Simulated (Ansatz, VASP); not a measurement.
## ZrC: VASP beside Ansatz

The input INCAR:

```
PREC     = Accurate       # precision mode
ENCUT    = 520            # plane-wave cutoff, eV
EDIFF    = 1E-6           # SCF threshold, eV
ISMEAR   = 0              # smearing method
SIGMA    = 0.05           # smearing width, eV
LREAL    = False          # projectors in reciprocal space
LASPH    = True           # aspherical terms in the spheres
NELM     = 80             # most SCF steps
ALGO     = Normal         # electronic algorithm
ISIF     = 2              # what is computed and relaxed
LWAVE    = False          # write WAVECAR
LCHARG   = True           # write CHGCAR
GGA      = PE             # functional
LELF     = True           # ELF
LVHAR    = True         
NBANDS   = 15             # bands
```

The input KPOINTS:

```
regular mesh
0
Gamma
  12 12 12
```

Contents of POSCAR:

```
ZrC
1.0
    2.9210950464      0.0000000000      0.0000000000
    0.0000000000      2.9210950464      0.0000000000
    0.0000000000      0.0000000000      2.9210950464
Zr C
1 1
Direct
    0.0000000000      0.0000000000      0.0000000000
    0.5000000000      0.5000000000      0.5000000000
```

Input for Ansatz:

```yaml
crystal:
  lattice:
    - [2.9210950464, 0.0, 0.0]
    - [0.0, 2.9210950464, 0.0]
    - [0.0, 0.0, 2.9210950464]
  atoms:
    - { symbol: Zr, position: [0.0, 0.0, 0.0] }
    - { symbol: C, position: [0.5, 0.5, 0.5] }
basis:
  ecutwfc: 420
  ecutrho_ratio: 4
kpoints:
  mp_grid: { grid: [12, 12, 12] }
hamiltonian:
  xc: pbe
scf:
  occupations: { method: gaussian, width: 0.05 }
output:
  forces: true
  stress: true
  eigenvalues: true
```

Alike in both runs: task single point; functional PBE; k mesh 12 × 12 × 12; occupations gaussian, width 0.05 eV; no spin polarisation.

```csv
,VASP,Ansatz
version,VASP 6.6.1,Ansatz 0.2.0
potentials or method,"VASP PAW PBE potentials, release 64 (Zr_sv, C), cutoff 520 eV","scalar-relativistic, plane waves, PAW"
valence electrons in the cell,16,16
```

Ansatz gave:

* gap on the k mesh at the Fermi level (eV): none
* pressure (GPa): 0.0

Task: What did VASP give for the same quantities?

Result: gap on the k mesh at the Fermi level (eV): none; pressure (GPa): 0.2.

A gap of «none» marks a metal or a gap that the smearing closes. The functional is the same, so the differences come from potentials, cutoffs and numerics.
